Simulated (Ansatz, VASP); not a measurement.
# SiO2 in VASP and in Ansatz

```
CELL_PARAMETERS angstrom
5.11027 0.00000 0.00000
-2.55514 4.42563 0.00000
0.00000 0.00000 5.47350
ATOMIC_POSITIONS crystal
Si 0.00000 0.50000 0.33333
Si 0.50000 0.50000 0.66667
Si 0.50000 0.00000 0.00000
O 0.58178 0.79089 0.83333
O 0.79089 0.58178 0.50000
O 0.79089 0.20911 0.16667
O 0.41822 0.20911 0.83333
O 0.20911 0.41822 0.50000
O 0.20911 0.79089 0.16667
```

Alike in both runs: task single point; functional r2SCAN; k mesh 6 × 6 × 4; occupations gaussian, width 0.02 eV; no spin polarisation.

|  | VASP | Ansatz |
| --- | --- | --- |
| version | VASP 6.6.1 | Ansatz 0.2.0 |
| potentials or method | VASP PAW PBE potentials, release 64 (Si, O), cutoff 520 eV | scalar-relativistic, plane waves, PAW |
| valence electrons in the cell | 48 | 48 |

Ansatz gave:

```
gap on the k mesh at the Fermi level (eV)                     : 6.27
least direct gap on the mesh (eV)                             : 6.52
pressure (GPa)                                                : -1.0
traceless stress, the component that is largest in VASP (GPa) : 1.03
rms of the force components (eV/Å)                            : 0.000
```

Estimate VASP's values.

gap on the k mesh at the Fermi level (eV): 6.27; least direct gap on the mesh (eV): 6.52; pressure (GPa): -0.9; traceless stress, the component that is largest in VASP (GPa): 1.05; rms of the force components (eV/Å): 0.005.

VASP's potentials were made for PBE, not for r2SCAN. Atom by atom the forces differ by 0.005 eV/Å (rms over components).
